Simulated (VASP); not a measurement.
# Si31Ge (a cell with a defect) in VASP: single point with PBEsol

Aim: the single point of Si31Ge (a cell with a defect) with PBEsol.

All numbers are computed with VASP 6.6.1; they aren't measurements. Logs are shortened: lines on timing, memory, paths and dates and some standing lists are left out, and cuts for length are marked.

**1. The cell of the first run**

The cell holds a defect, 32 atoms: a = 9.412 Å, b = 9.412 Å, c = 9.412 Å, α = 109.47°, β = 109.47°, γ = 109.47°.

**2. Single point, PBEsol**

INCAR reads:

```
SYSTEM = Si31Ge
  PREC = Accurate
  ENCUT = 520
  EDIFF = 1E-7
  ISMEAR = 0
  SIGMA = 0.02
  LREAL = Auto
  LASPH = .TRUE.
  NELM = 80
  ALGO = Normal
  ISIF = 2
  LWAVE = .FALSE.
  LCHARG = .FALSE.
  GGA = PS
  NBANDS = 91
```

KPOINTS reads:

```
Automatic mesh
0
G
  3 3 3
  0 0 0
```

POSCAR reads:

```
Si31Ge
1.0
   -5.4338341610      5.4338341610     -5.4338341610
    5.4338341610     -5.4338341610     -5.4338341610
   -5.4338341610     -5.4338341610      5.4338341610
Ge Si
1 31
Direct
    0.0001736592      0.4996614368      0.7490700988
    0.7497517739      0.4997543973     -0.0001495952
    0.5001707833      0.4996210641      0.2490893810
    0.2506577774      0.2489375312      0.7491866465
    0.2508334311      0.4997586733      0.4987766305
    0.0002121078      0.2490929350     -0.0002096778
    0.7496301867      0.2490090531      0.2480420979
    0.5001839973     -0.0003435942      0.7491063494
    0.4990484888      0.2491272079      0.4987631104
    0.2508911440      0.0008070495     -0.0000705182
    0.0001701452     -0.0003340648      0.2490975957
    0.7495488582      0.7499888382      0.7491436529
    0.7498877132     -0.0013310430      0.4989413368
    0.5013107242      0.7502786919     -0.0001031648
    0.2507888153      0.7501590587      0.2502243685
    0.0001690154      0.7501119953      0.4986212277
    0.2542536832      0.7537100859      0.0032350784
    0.0003272776      0.7500761935      0.2489965484
    0.7498487147      0.7489575717      0.4988776047
    0.4998733619      0.4996103035     -0.0006243319
    0.4999715066      0.7500641538      0.7493656077
    0.2505323449      0.4996340345      0.2489706727
    0.0001712290      0.4995725878      0.4949408460
    0.7498625401      0.2493401959     -0.0014344353
    0.7461080616      0.4995610522      0.7492415293
    0.5005990916      0.2503519496      0.2496709033
    0.2495002040      0.2493388639      0.4989122565
    0.0001625819     -0.0007394128     -0.0006466185
    0.0003357130      0.2457102243      0.7493898182
    0.7508575416     -0.0000522104      0.2496704326
    0.5005473685     -0.0000657451      0.4997198158
    0.2504861910     -0.0007667120      0.7492544124
```

Potentials or basis: VASP PAW PBE potentials, release 64 (Ge_d, Si).

Launch:

```
cat potpaw_PBE.64/Ge_d/POTCAR potpaw_PBE.64/Si/POTCAR > POTCAR
mpirun -np 1 vasp_std > vasp.out
```

OUTCAR:

```text
SYSTEM = Si31Ge
   PREC = Accurate
   ENCUT = 520
   EDIFF = 1E-7
   ISMEAR = 0
   LREAL = Auto
   LASPH = .TRUE.
   NELM = 80
   ISIF = 2
   GGA = PS

 ion  position               nearest neighbor table
   1  0.000  0.500  0.749-  25 2.39  17 2.39  23 2.39  29 2.39
   2  0.750  0.500  1.000-  25 2.35  20 2.35  18 2.35  24 2.35
   3  0.500  0.500  0.249-  19 2.35  22 2.35  26 2.35  20 2.35
   4  0.251  0.249  0.749-  29 2.35  32 2.35  27 2.35  20 2.35
   5  0.251  0.500  0.499-  23 2.35  22 2.35  21 2.35  27 2.35
   6  0.000  0.249  1.000-  29 2.35  28 2.35  22 2.35  24 2.35
[... 24 lines left out ...]
  31  0.501  1.000  0.500-   8 2.35  15 2.35   9 2.35  13 2.35
  32  0.250  0.999  0.749-   8 2.35   4 2.35  10 2.35  16 2.35

  LATTYP: Found a body centered cubic cell.
 ALAT       =    10.8676683220

  Lattice vectors:

 A1 = (  -5.4338341610,   5.4338341610,  -5.4338341610)
 A2 = (   5.4338341610,  -5.4338341610,  -5.4338341610)
 A3 = (  -5.4338341610,  -5.4338341610,   5.4338341610)

Analysis of symmetry for initial positions (statically):
=====================================================================
 Subroutine PRICEL returns:
 Original cell was already a primitive cell.

 Routine SETGRP: Setting up the symmetry group for a
 body centered cubic supercell.

 Subroutine GETGRP returns: Found  1 space group operations
 (whereof  1 operations were pure point group operations)
 out of a pool of 48 trial point group operations.

The static configuration has the point symmetry C_1 .

Analysis of symmetry for dynamics (positions and initial velocities):
=====================================================================
 Subroutine PRICEL returns:
 Original cell was already a primitive cell.

 Routine SETGRP: Setting up the symmetry group for a
 body centered cubic supercell.

 Subroutine GETGRP returns: Found  1 space group operations
 (whereof  1 operations were pure point group operations)
 out of a pool of 48 trial point group operations.

The dynamic configuration has the point symmetry C_1 .

 Subroutine INISYM returns: Found  1 space group operations
 (whereof  1 operations are pure point group operations),
 and found     1 'primitive' translations

----------------------------------------------------------------------------------------

                                     Primitive cell

  volume of cell :     641.7696

  direct lattice vectors                    reciprocal lattice vectors
    -5.433834161  5.433834161 -5.433834161    -0.092016058  0.000000000 -0.092016058
     5.433834161 -5.433834161 -5.433834161     0.000000000 -0.092016058 -0.092016058
    -5.433834161 -5.433834161  5.433834161    -0.092016058 -0.092016058  0.000000000

  length of vectors
     9.411676847  9.411676847  9.411676847     0.130130357  0.130130357  0.130130357

  position of ions in fractional coordinates (direct lattice)
     0.000173659  0.499661437  0.749070099
     0.749751774  0.499754397  0.999850405
     0.500170783  0.499621064  0.249089381
     0.250657777  0.248937531  0.749186646
     0.250833431  0.499758673  0.498776630
     0.000212108  0.249092935  0.999790322
[... 24 lines left out ...]
     0.500547369  0.999934255  0.499719816
     0.250486191  0.999233288  0.749254412

  ion indices of the primitive-cell ions
   primitive index   ion index
                 1           1
                 2           2
                 3           3
                 4           4
                 5           5
                 6           6
[... 24 lines left out ...]
                31          31
                32          32

----------------------------------------------------------------------------------------

 KPOINTS: Automatic mesh

Automatic generation of k-mesh.
 Grid dimensions read from file:
 generate k-points for:    3    3    3

 Generating k-lattice:

  Cartesian coordinates                     Fractional coordinates (reciprocal lattice)
    -0.030672019  0.000000000 -0.030672019     0.333333333  0.000000000  0.000000000
     0.000000000 -0.030672019 -0.030672019     0.000000000  0.333333333  0.000000000
    -0.030672019 -0.030672019  0.000000000     0.000000000  0.000000000  0.333333333

  Length of vectors
     0.043376786  0.043376786  0.043376786

  Shift w.r.t. Gamma in fractional coordinates (k-lattice)
     0.000000000  0.000000000  0.000000000

 Subroutine IBZKPT returns following result:
 ===========================================

 Found     14 irreducible k-points:

 Following reciprocal coordinates:
            Coordinates               Weight
  0.000000  0.000000  0.000000      1.000000
  0.333333  0.000000  0.000000      2.000000
  0.000000  0.333333  0.000000      2.000000
  0.000000  0.000000  0.333333      2.000000
  0.333333  0.000000 -0.333333      2.000000
  0.333333 -0.333333  0.000000      2.000000
  0.000000  0.333333 -0.333333      2.000000
  0.333333  0.333333  0.000000      2.000000
  0.000000  0.333333  0.333333      2.000000
  0.333333  0.000000  0.333333      2.000000
 -0.333333 -0.333333 -0.333333      2.000000
 -0.333333  0.333333  0.333333      2.000000
  0.333333 -0.333333  0.333333      2.000000
  0.333333  0.333333 -0.333333      2.000000
   k-points           NKPTS =     14   k-points in BZ     NKDIM =     14   number of bands    NBANDS=     91
   number of dos      NEDOS =    301   number of ions     NIONS =     32
   total plane-waves  NPLWV = 343000
   dimension x,y,z NGX =    70 NGY =   70 NGZ =   70
   dimension x,y,z NGXF=   140 NGYF=  140 NGZF=  140
   ions per type =               1  31
   NGX,Y,Z   is equivalent  to a cutoff of  12.36, 12.36, 12.36 a.u.
   NGXF,Y,Z  is equivalent  to a cutoff of  24.73, 24.73, 24.73 a.u.
 SYSTEM =  Si31Ge
   PREC   = accura    normal or accurate (medium, high low for compatibility)
   ISTART =      0    job   : 0-new  1-cont  2-samecut
   ICHARG =      2    charge: 1-file 2-atom 10-const
   ISPIN  =      1    spin polarized calculation?
   LNONCOLLINEAR =      F non collinear calculations
   LSORBIT =      F    spin-orbit coupling
   LASPH  =      T    aspherical Exc in radial PAW
   ENCUT  =  520.0 eV  38.22 Ry    6.18 a.u.  17.50 17.50 17.50*2*pi/ulx,y,z
   NELM   =     80;   NELMIN=  2; NELMDL= -5     # of ELM steps
   EDIFF  = 0.1E-06   stopping-criterion for ELM
   LREAL  =      T    real-space projection
   EDIFFG = 0.1E-05   stopping-criterion for IOM
   NSW    =      0    number of steps for IOM
   IBRION =     -1    ionic relax: 0-MD 1-quasi-New 2-CG
   NFREE  =      0    steps in history (QN), initial steepest desc. (CG)
   ISIF   =      2    stress and relaxation
   ISYM   =      2    0-nonsym 1-usesym 2-fastsym
   POTIM  = 0.5000    time-step for ionic-motion
   TEBEG  =    0.0;   TEEND  =   0.0 temperature during run
   PSTRESS=    0.0 pullay stress
   NELECT =     138.0000    total number of electrons
   NUPDOWN=      -1.0000    fix difference up-down
   EMIN   =  10.00;   EMAX   =-10.00  energy-range for DOS
   EFERMI =   0.00;   METHOD = LEGACY
   ISMEAR =     0;   SIGMA  =   0.02  broadening in eV -4-tet -1-fermi 0-gaus
   EFERMI_NEDOS =   21; number of points for ismear=-14 and -15
   IALGO  =     38    algorithm
   IMIX   =      4    mixing-type and parameters
     AMIX     =   0.40;   BMIX     =  1.00
     AMIX_MAG =   1.60;   BMIX_MAG =  1.00
  volume/ion in A,a.u.               =      20.06       135.34
  Fermi-wavevector in a.u.,A,eV,Ry     =   0.980787  1.853419 13.088038  0.961944
  Thomas-Fermi vector in A             =   2.111744
   LORBIT       =      0    0 simple, 1 ext, 2 COOP (PROOUT), +10 PAW based schemes
   GGA     = PS    functional components
   LHFCALC =     F    Hartree Fock is set to
   AEXX    =    0.0000 exact exchange contribution
   IVDW    =     0    specifies the selected vdW correction
   LEPSILON=     F    determine dielectric tensor
   LRPA    =     F    only Hartree local field effects (RPA)
 non-spin polarized calculation
 Gauss-broadening in eV      SIGMA  =   0.02
  energy-cutoff  :      520.00
  volume of cell :      641.77
 maximum number of plane-waves:     17357
 NGX is ok and might be reduce to    70
   NGX = 35   NGY = 35   NGZ = 35

 number of electron     138.0000005 magnetization

 Free energy of the ion-electron system (eV)
  ---------------------------------------------------
  ext. energy  EPLUGINS =         0.00000000
  ---------------------------------------------------
  free energy    TOTEN  =      -183.05662209 eV

  energy without entropy =     -183.05662209  energy(sigma->0) =     -183.05662209

 E-fermi :   5.8808     XC(G=0):  -9.5837

 val. band max:        5.7802378310   @ k =   0.0000   0.0000   0.0000
 cond. band min:       6.2749446283   @ k =   0.0000   0.0000   0.0000
 fundamental gap:      0.4947067974
 Fermi energy:         5.8807661689

 k-point     1 :       0.0000    0.0000    0.0000
  band No.  band energies     occupation
      1     -18.3021      2.00000
      2     -18.3021      2.00000
      3     -18.3020      2.00000
      4     -18.2760      2.00000
      5     -18.2760      2.00000
      6      -6.2571      2.00000
[... 73 lines left out ...]
     80       8.1211      0.00000
     81       8.1212      0.00000

 k-point     2 :       0.3333    0.0000    0.0000
  band No.  band energies     occupation
      1     -18.3021      2.00000
      2     -18.3021      2.00000
      3     -18.3020      2.00000
      4     -18.2760      2.00000
      5     -18.2760      2.00000
      6      -6.0154      2.00000
[... 73 lines left out ...]
     80       8.3148      0.00000
     81       8.3417      0.00000
[... 922 lines left out ...]
     80       7.8135      0.00000
     81       8.4132      0.00000

 k-point    14 :       0.3333    0.3333   -0.3333
  band No.  band energies     occupation
      1     -18.3021      2.00000
      2     -18.3021      2.00000
      3     -18.3020      2.00000
      4     -18.2760      2.00000
      5     -18.2760      2.00000
      6      -5.7740      2.00000
[... 73 lines left out ...]
     80       7.8136      0.00000
     81       8.4131      0.00000
 [bands above 81 left out]

------------------------ aborting loop because EDIFF is reached ----------------------------------------

  FORCE on cell =-STRESS in cart. coord.  units (eV):
  Direction    XX          YY          ZZ          XY          YZ          ZX
  --------------------------------------------------------------------------------------
  -------------------------------------------------------------------------------------
  Total        1.6765070      1.6635536      1.6715570     -0.0021978      0.0019970      0.0021651
  in kB        4.1853987      4.1530603      4.1730409     -0.0054868      0.0049855      0.0054052
  external PRESSURE =       4.1705000 kB  Pullay stress =       0.0000000 kB

 VOLUME and BASIS-vectors are now :
 -----------------------------------------------------------------------------
  energy-cutoff  :      520.00
  volume of cell :      641.77
      direct lattice vectors                 reciprocal lattice vectors
    -5.433834161  5.433834161 -5.433834161    -0.092016058  0.000000000 -0.092016058
     5.433834161 -5.433834161 -5.433834161     0.000000000 -0.092016058 -0.092016058
    -5.433834161 -5.433834161  5.433834161    -0.092016058 -0.092016058  0.000000000

 POSITION                                       TOTAL-FORCE (eV/Angst)
 -----------------------------------------------------------------------------------
     -1.35619     -6.78446      1.35430        -0.002426      0.001236      0.000774
     -6.79147     -4.07458     -1.35659         0.001368      0.002105      0.000833
     -1.35650     -1.35052     -4.07919        -0.000017     -0.000762     -0.000636
     -4.08030     -4.06161      1.35624         0.001436     -0.000939     -0.002304
     -1.35765     -4.06289     -1.36832        -0.001426      0.003089      0.001504
     -4.08032     -6.78507      4.07801         0.000063      0.000875      0.001707
[... 24 lines left out ...]
     -0.00181     -5.42898     -5.43797         0.000527     -0.003739      0.003788
     -0.00276     -8.13989     -2.71944         0.001855      0.000135     -0.001442
 -----------------------------------------------------------------------------------
    total drift:                               -0.001558     -0.031439      0.015666

  FREE ENERGIE OF THE ION-ELECTRON SYSTEM (eV)
  ---------------------------------------------------
  free  energy   TOTEN  =      -183.0566220912 eV

  energy  without entropy=     -183.0566220912  energy(sigma->0) =     -183.05662209
```

Run time: 18 min. Hardware: 1 thread of Intel Xeon Platinum 8488C (Sapphire Rapids), shared host; peak memory 0.96 GiB.

What came out:

* Free energy: -183.0566 eV
* Pressure: 0.4 GPa
* Largest force: 0.050 eV/Å
* Band gap on the k mesh: 0.49 eV

Forces on the atoms (eV/Å):
```
Ge  -0.002  0.001  0.001
Si   0.001  0.002  0.001
Si   0.000 -0.001 -0.001
Si   0.001 -0.001 -0.002
Si  -0.001  0.003  0.002
Si   0.000  0.001  0.002
Si   0.000 -0.001  0.000
Si  -0.001  0.000  0.000
Si  -0.002  0.000 -0.003
Si   0.001  0.002  0.002
Si  -0.001  0.000  0.000
Si  -0.001 -0.003 -0.001
Si   0.002  0.001  0.000
Si   0.001  0.001  0.001
Si   0.001 -0.002  0.001
Si   0.001 -0.002 -0.001
Si   0.027  0.028  0.027
Si   0.001  0.001  0.000
Si  -0.001 -0.001 -0.001
Si  -0.003 -0.004  0.002
Si   0.000  0.002  0.000
Si   0.001  0.002  0.000
Si  -0.029 -0.028  0.029
Si  -0.001  0.001 -0.001
Si  -0.027  0.027 -0.028
Si   0.001  0.001  0.000
Si  -0.001  0.001 -0.001
Si  -0.001 -0.004  0.001
Si   0.030 -0.025 -0.029
Si   0.002  0.000 -0.001
Si   0.001 -0.004  0.004
Si   0.002  0.000 -0.001
```

Levels at points of the mesh, in eV from the valence-band top:
```
           k point  band 67  band 68  band 69  band 70  band 71  band 72
(0.00, 0.00, 0.00)     0.00     0.00     0.00     0.49     0.60     0.60
```

Caveat: the PAW data sets were made with another functional, which shifts forces and pressure a little.
